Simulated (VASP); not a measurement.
# TePb in VASP: notebook

TePb is run at these levels: r2SCAN, PBE; tasks: single point.

Program: VASP 6.6.1. These are calculated values, not measurements. Logs are shortened: lines on timing, memory, paths and dates and some standing lists are left out, and cuts for length are marked.

## Step 1: The cell of the first run

It takes space group R-3m (No. 166, trigonal). Conventional cell: a = 4.621 Å, b = 4.621 Å, c = 11.547 Å, α = 90.00°, β = 90.00°, γ = 120.00°. Pb (site symmetry -3m) has 6 Te at 3.29 Å within 4.3 Å. Within 4.3 Å of Te (site symmetry -3m) lie 6 Pb at 3.29 Å.

## Step 2: Single point, r2SCAN (strain along [111] +2.0%)

POSCAR reads:

```
TePb
1.0
    0.0435711580      3.3114080100      3.3114080100
    3.3114080100      0.0435711580      3.3114080100
    3.3114080100      3.3114080100      0.0435711580
Pb Te
1 1
Direct
    0.0000000000      0.0000000000      0.0000000000
    0.5000000000      0.5000000000      0.5000000000
```

INCAR.step1 reads:

```
SYSTEM = TePb
PREC     = Accurate       ! precision mode
ENCUT    = 520            ! plane-wave cutoff, eV
ISMEAR   = 0              ! smearing method
SIGMA    = 0.01           ! smearing width, eV
LREAL    = .False.        ! projectors in reciprocal space
LASPH    = .True.         ! aspherical terms in the spheres
NELM     = 60             ! most SCF steps
NBANDS   = 17             ! bands
GGA      = PE             ! functional
ALGO     = Normal         ! electronic algorithm
EDIFF    = 1E-4           ! SCF threshold, eV
LWAVE    = .True.         ! write WAVECAR
LCHARG   = .False.        ! write CHGCAR
```

INCAR.step2 reads:

```
SYSTEM = TePb
PREC     = Accurate       ! precision mode
ENCUT    = 520            ! plane-wave cutoff, eV
EDIFF    = 1E-6           ! SCF threshold, eV
ISMEAR   = 0              ! smearing method
SIGMA    = 0.01           ! smearing width, eV
LREAL    = .False.        ! projectors in reciprocal space
LASPH    = .True.         ! aspherical terms in the spheres
NELM     = 60             ! most SCF steps
ALGO     = Normal         ! electronic algorithm
ISIF     = 2              ! what is computed and relaxed
LWAVE    = .False.        ! write WAVECAR
LCHARG   = .False.        ! write CHGCAR
METAGGA  = R2SCAN         ! meta-GGA
LMIXTAU  = .True.       
NBANDS   = 17             ! bands
ISTART   = 1
```

KPOINTS reads:

```
Automatic mesh
0
Gamma
  8 8 8
  0 0 0
```

Potentials or basis: VASP PAW PBE potentials, release 64 (Pb_d, Te).

On the command line:

```console
$ cat potpaw_PBE.64/Pb_d/POTCAR potpaw_PBE.64/Te/POTCAR > POTCAR
$ cp INCAR.step1 INCAR
$ mpirun -np 1 vasp_std > vasp.out
$ cp INCAR.step2 INCAR
$ mpirun -np 1 vasp_std > vasp.out
```

OUTCAR:

```text
SYSTEM = TePb
   PREC = Accurate
   ENCUT = 520
   EDIFF = 1E-6
   ISMEAR = 0
   LREAL = .False.
   LASPH = .True.
   NELM = 60
   ISIF = 2
   METAGGA = R2SCAN
   ISTART = 1

 ion  position               nearest neighbor table
   1  0.000  0.000  0.000-   2 3.29   2 3.29   2 3.29   2 3.29   2 3.29   2 3.29
   2  0.500  0.500  0.500-   1 3.29   1 3.29   1 3.29   1 3.29   1 3.29   1 3.29

  LATTYP: Found a trigonal (rhomboedric) cell.
 ALAT       =     4.6832408077
 COS(alpha) =     0.5131134770

  Lattice vectors:

 A1 = (   0.0435711580,   3.3114080100,   3.3114080100)
 A2 = (   3.3114080100,   0.0435711580,   3.3114080100)
 A3 = (   3.3114080100,   3.3114080100,   0.0435711580)

Analysis of symmetry for initial positions (statically):
=====================================================================
 Subroutine PRICEL returns:
 Original cell was already a primitive cell.

 Routine SETGRP: Setting up the symmetry group for a
 trigonal (rhombohedral) supercell.

 Subroutine GETGRP returns: Found 12 space group operations
 (whereof 12 operations were pure point group operations)
 out of a pool of 12 trial point group operations.

The static configuration has the point symmetry D_3d.

Analysis of symmetry for dynamics (positions and initial velocities):
=====================================================================
 Subroutine PRICEL returns:
 Original cell was already a primitive cell.

 Routine SETGRP: Setting up the symmetry group for a
 trigonal (rhombohedral) supercell.

 Subroutine GETGRP returns: Found 12 space group operations
 (whereof 12 operations were pure point group operations)
 out of a pool of 12 trial point group operations.

The dynamic configuration has the point symmetry D_3d.

 Subroutine INISYM returns: Found 12 space group operations
 (whereof 12 operations are pure point group operations),
 and found     1 'primitive' translations

----------------------------------------------------------------------------------------

                                     Primitive cell

  volume of cell :      71.1887

  direct lattice vectors                    reciprocal lattice vectors
     0.043571158  3.311408010  3.311408010    -0.154006456  0.152006373  0.152006373
     3.311408010  0.043571158  3.311408010     0.152006373 -0.154006456  0.152006373
     3.311408010  3.311408010  0.043571158     0.152006373  0.152006373 -0.154006456

  length of vectors
     4.683240808  4.683240808  4.683240808     0.264442552  0.264442552  0.264442552

  position of ions in fractional coordinates (direct lattice)
     0.000000000  0.000000000  0.000000000
     0.500000000  0.500000000  0.500000000

  ion indices of the primitive-cell ions
   primitive index   ion index
                 1           1
                 2           2

----------------------------------------------------------------------------------------

 KPOINTS: Automatic mesh

Automatic generation of k-mesh.
 Grid dimensions read from file:
 generate k-points for:    8    8    8

 Generating k-lattice:

  Cartesian coordinates                     Fractional coordinates (reciprocal lattice)
    -0.019250807  0.019000797  0.019000797     0.125000000  0.000000000  0.000000000
     0.019000797 -0.019250807  0.019000797     0.000000000  0.125000000  0.000000000
     0.019000797  0.019000797 -0.019250807     0.000000000  0.000000000  0.125000000

  Length of vectors
     0.033055319  0.033055319  0.033055319

  Shift w.r.t. Gamma in fractional coordinates (k-lattice)
     0.000000000  0.000000000  0.000000000

 Subroutine IBZKPT returns following result:
 ===========================================

 Found     65 irreducible k-points:

 Following reciprocal coordinates:
            Coordinates               Weight
  0.000000  0.000000  0.000000      1.000000
  0.125000 -0.000000 -0.000000      6.000000
  0.250000 -0.000000 -0.000000      6.000000
  0.375000  0.000000 -0.000000      6.000000
  0.500000 -0.000000 -0.000000      3.000000
  0.125000  0.125000  0.000000      6.000000
[... 16 lines left out ...]
  0.250000  0.125000  0.125000      6.000000
  0.375000  0.125000  0.125000      6.000000
 [... further k-points ...]
   k-points           NKPTS =     65   k-points in BZ     NKDIM =     65   number of bands    NBANDS=     17
   number of dos      NEDOS =    301   number of ions     NIONS =      2
   total plane-waves  NPLWV =  46656
   dimension x,y,z NGX =    36 NGY =   36 NGZ =   36
   dimension x,y,z NGXF=    72 NGYF=   72 NGZF=   72
   ions per type =               1   1
   NGX,Y,Z   is equivalent  to a cutoff of  12.78, 12.78, 12.78 a.u.
   NGXF,Y,Z  is equivalent  to a cutoff of  25.56, 25.56, 25.56 a.u.
 SYSTEM =  TePb
   PREC   = accura    normal or accurate (medium, high low for compatibility)
   ISTART =      1    job   : 0-new  1-cont  2-samecut
   ICHARG =      0    charge: 1-file 2-atom 10-const
   ISPIN  =      1    spin polarized calculation?
   LNONCOLLINEAR =      F non collinear calculations
   LSORBIT =      F    spin-orbit coupling
   LASPH  =      T    aspherical Exc in radial PAW
   ENCUT  =  520.0 eV  38.22 Ry    6.18 a.u.   8.71  8.71  8.71*2*pi/ulx,y,z
   NELM   =     60;   NELMIN=  2; NELMDL=  0     # of ELM steps
   EDIFF  = 0.1E-05   stopping-criterion for ELM
   LREAL  =      F    real-space projection
   EDIFFG = 0.1E-04   stopping-criterion for IOM
   NSW    =      0    number of steps for IOM
   IBRION =     -1    ionic relax: 0-MD 1-quasi-New 2-CG
   NFREE  =      0    steps in history (QN), initial steepest desc. (CG)
   ISIF   =      2    stress and relaxation
   ISYM   =      2    0-nonsym 1-usesym 2-fastsym
   POTIM  = 0.5000    time-step for ionic-motion
   TEBEG  =    0.0;   TEEND  =   0.0 temperature during run
   PSTRESS=    0.0 pullay stress
   NELECT =      20.0000    total number of electrons
   NUPDOWN=      -1.0000    fix difference up-down
   EMIN   =  10.00;   EMAX   =-10.00  energy-range for DOS
   EFERMI =   0.00;   METHOD = LEGACY
   ISMEAR =     0;   SIGMA  =   0.01  broadening in eV -4-tet -1-fermi 0-gaus
   EFERMI_NEDOS =   21; number of points for ismear=-14 and -15
   IALGO  =     38    algorithm
   IMIX   =      4    mixing-type and parameters
     AMIX     =   0.40;   BMIX     =  1.00
     AMIX_MAG =   1.60;   BMIX_MAG =  1.00
  volume/ion in A,a.u.               =      35.59       240.20
  Fermi-wavevector in a.u.,A,eV,Ry     =   1.072213  2.026189 15.641812  1.149641
  Thomas-Fermi vector in A             =   2.207976
   LORBIT       =      0    0 simple, 1 ext, 2 COOP (PROOUT), +10 PAW based schemes
   METAGGA = R2SCAN    functional components
   LHFCALC =     F    Hartree Fock is set to
   AEXX    =    0.0000 exact exchange contribution
   IVDW    =     0    specifies the selected vdW correction
   LEPSILON=     F    determine dielectric tensor
   LRPA    =     F    only Hartree local field effects (RPA)
 non-spin polarized calculation
 Gauss-broadening in eV      SIGMA  =   0.01
  energy-cutoff  :      520.00
  volume of cell :       71.19
 maximum number of plane-waves:      1930
   NGX = 17   NGY = 17   NGZ = 17

 number of electron      20.0000001 magnetization

 Free energy of the ion-electron system (eV)
  ---------------------------------------------------
  ext. energy  EPLUGINS =         0.00000000
  ---------------------------------------------------
  free energy    TOTEN  =       -82.70091646 eV

  energy without entropy =      -82.70091646  energy(sigma->0) =      -82.70091646

 E-fermi :   4.9367     XC(G=0):  -9.5588

 val. band max:        4.8961850436   @ k =   0.5000   0.5000   0.5000
 cond. band min:       5.8973734012   @ k =   0.5000  -0.0000  -0.0000
 fundamental gap:      1.0011883576
 Fermi energy:         4.9367161993

 k-point     1 :       0.0000    0.0000    0.0000
  band No.  band energies     occupation
      1     -12.4712      2.00000
      2     -12.4712      2.00000
      3     -12.4632      2.00000
      4     -12.4632      2.00000
      5     -12.4620      2.00000
      6      -7.2377      2.00000
[... 9 lines left out ...]
     16      11.2093      0.00000
     17      12.7798      0.00000

 k-point     2 :       0.1250   -0.0000   -0.0000
  band No.  band energies     occupation
      1     -12.4729      2.00000
      2     -12.4718      2.00000
      3     -12.4629      2.00000
      4     -12.4622      2.00000
      5     -12.4602      2.00000
      6      -7.1064      2.00000
[... 9 lines left out ...]
     16      11.5067      0.00000
     17      13.7056      0.00000

 k-point     3 :       0.2500   -0.0000   -0.0000
  band No.  band energies     occupation
      1     -12.4776      2.00000
      2     -12.4754      2.00000
      3     -12.4623      2.00000
      4     -12.4576      2.00000
      5     -12.4552      2.00000
      6      -6.7302      2.00000
[... 9 lines left out ...]
     16      12.3250      0.00000
     17      15.5021      0.00000

 k-point     4 :       0.3750    0.0000   -0.0000
  band No.  band energies     occupation
      1     -12.4826      2.00000
      2     -12.4798      2.00000
      3     -12.4618      2.00000
      4     -12.4523      2.00000
      5     -12.4500      2.00000
      6      -6.1958      2.00000
[... 9 lines left out ...]
     16      13.5746      0.00000
     17      15.8702      0.00000
[... 343 lines left out ...]
      1     -12.4731      2.00000
      2     -12.4731      2.00000
      3     -12.4615      2.00000
      4     -12.4613      2.00000
      5     -12.4613      2.00000
      6      -7.1101      2.00000
[... 9 lines left out ...]
     16      11.4869      0.00000
     17      13.6723      0.00000

 k-point    23 :       0.2500    0.1250    0.1250
  band No.  band energies     occupation
      1     -12.4760      2.00000
      2     -12.4746      2.00000
      3     -12.4618      2.00000
      4     -12.4604      2.00000
      5     -12.4567      2.00000
      6      -6.8992      2.00000
[... 9 lines left out ...]
     16      12.4854      0.00000
     17      13.4104      0.00000

 k-point    24 :       0.3750    0.1250    0.1250
  band No.  band energies     occupation
      1     -12.4800      2.00000
      2     -12.4789      2.00000
      3     -12.4608      2.00000
      4     -12.4565      2.00000
      5     -12.4523      2.00000
      6      -6.4667      2.00000
[... 9 lines left out ...]
     16      13.7606      0.00000
     17      14.6322      0.00000

 [... further k-points ...]

------------------------ aborting loop because EDIFF is reached ----------------------------------------

  FORCE on cell =-STRESS in cart. coord.  units (eV):
  Direction    XX          YY          ZZ          XY          YZ          ZX
  --------------------------------------------------------------------------------------
  -------------------------------------------------------------------------------------
  Total       -0.3694028     -0.3694028     -0.3694028     -0.0923191     -0.0923191     -0.0923191
  in kB       -8.3137980     -8.3137980     -8.3137980     -2.0777393     -2.0777393     -2.0777393
  external PRESSURE =      -8.3137980 kB  Pullay stress =       0.0000000 kB

 VOLUME and BASIS-vectors are now :
 -----------------------------------------------------------------------------
  energy-cutoff  :      520.00
  volume of cell :       71.19
      direct lattice vectors                 reciprocal lattice vectors
     0.043571158  3.311408010  3.311408010    -0.154006456  0.152006373  0.152006373
     3.311408010  0.043571158  3.311408010     0.152006373 -0.154006456  0.152006373
     3.311408010  3.311408010  0.043571158     0.152006373  0.152006373 -0.154006456

 POSITION                                       TOTAL-FORCE (eV/Angst)
 -----------------------------------------------------------------------------------
      0.00000      0.00000      0.00000        -0.000000      0.000000     -0.000000
      3.33319      3.33319      3.33319         0.000000     -0.000000      0.000000
 -----------------------------------------------------------------------------------
    total drift:                               -0.000000      0.000000      0.000000

  FREE ENERGIE OF THE ION-ELECTRON SYSTEM (eV)
  ---------------------------------------------------
  free  energy   TOTEN  =       -82.7009164570 eV

  energy  without entropy=      -82.7009164570  energy(sigma->0) =      -82.70091646
```

Wall time 3.5 min (1 thread of Intel Xeon Platinum 8259CL at 2.50GHz (Skylake/Cascade Lake), shared host); peak memory 0.27 GiB.

What came out:

- Free energy: -82.7009 eV
- Pressure: -0.8 GPa
- Band gap on the k mesh: 1.00 eV, indirect (least direct gap 1.11 eV)

Stress tensor (GPa, compression positive):
```
-0.83 -0.21 -0.21
-0.21 -0.83 -0.21
-0.21 -0.21 -0.83
```

Levels at points of the mesh, in eV from the valence-band top:
```csv
k point,band 7,band 8,band 9,band 10,band 11,band 12,band 13,band 14
"(0.00, 0.00, 0.00)",-5.85,-1.46,-1.30,-1.30,4.19,4.19,4.26,6.09
"(0.50, 0.00, 0.00)",-8.67,-0.96,-0.90,-0.11,1.00,1.43,1.49,8.81
"(0.50, 0.50, 0.00)",-7.49,-4.33,-2.78,-2.66,3.75,5.52,5.57,6.77
"(0.50, 0.50, 0.50)",-8.73,-0.85,-0.85,0.00,1.15,1.56,1.56,8.75
```

Caveat: the cell differs from its parent crystal (strain along [111] +2.0%); the PAW data sets were made with another functional, which shifts forces and pressure a little; spin-orbit coupling is left out, which moves the levels of the heavy elements.

## Step 3: Single point, PBE

This run uses another cell than the first one, of 34.90 Å³/atom, 0.980 times its volume.

INCAR reads:

```
SYSTEM = TePb
PREC = Accurate ; ENCUT = 520
EDIFF = 1E-7 ; ISMEAR = 0
SIGMA = 0.01 ; LREAL = .False.
LASPH = .True. ; NELM = 60
ALGO = Normal ; ISIF = 2
LWAVE = .False. ; LCHARG = .False.
GGA = PE ; NBANDS = 17
```

KPOINTS reads:

```
regular mesh
0
Gamma
  4 4 4
  0 0 0
```

POSCAR reads:

```
TePb
1.0
    0.0000000000      3.2678368520      3.2678368520
    3.2678368520      0.0000000000      3.2678368520
    3.2678368520      3.2678368520      0.0000000000
Pb Te
1 1
Direct
    0.0000000000      0.0000000000      0.0000000000
    0.5000000000      0.5000000000      0.5000000000
```

Potentials or basis: VASP PAW PBE potentials, release 64 (Pb_d, Te).

On the command line:

```console
$ cat potpaw_PBE.64/Pb_d/POTCAR potpaw_PBE.64/Te/POTCAR > POTCAR
$ mpirun -np 1 vasp_std > vasp.out
```

It took 12 s on 1 thread of Intel Xeon Platinum 8488C (Sapphire Rapids), shared host; peak memory 0.2 GiB.

It converged, with:

```
Free energy            : -7.5135 eV
Pressure               : 0.6 GPa
Band gap on the k mesh : 0.80 eV, direct
```

Levels at points of the mesh, in eV from the valence-band top:
| k point | band 8 | band 9 | band 10 | band 11 | band 12 | band 13 |
| --- | --- | --- | --- | --- | --- | --- |
| (0.00, 0.00, 0.00) | -1.21 | -1.21 | -1.21 | 4.04 | 4.04 | 4.04 |
| (0.50, 0.00, 0.00) | -0.78 | -0.78 | 0.00 | 0.80 | 1.36 | 1.36 |
| (0.50, 0.50, 0.00) | -4.23 | -2.60 | -2.60 | 3.44 | 5.36 | 5.36 |

Caveat: spin-orbit coupling is left out, which moves the levels of the heavy elements. A k mesh can miss the band edges.

[end of part 1 of 2]
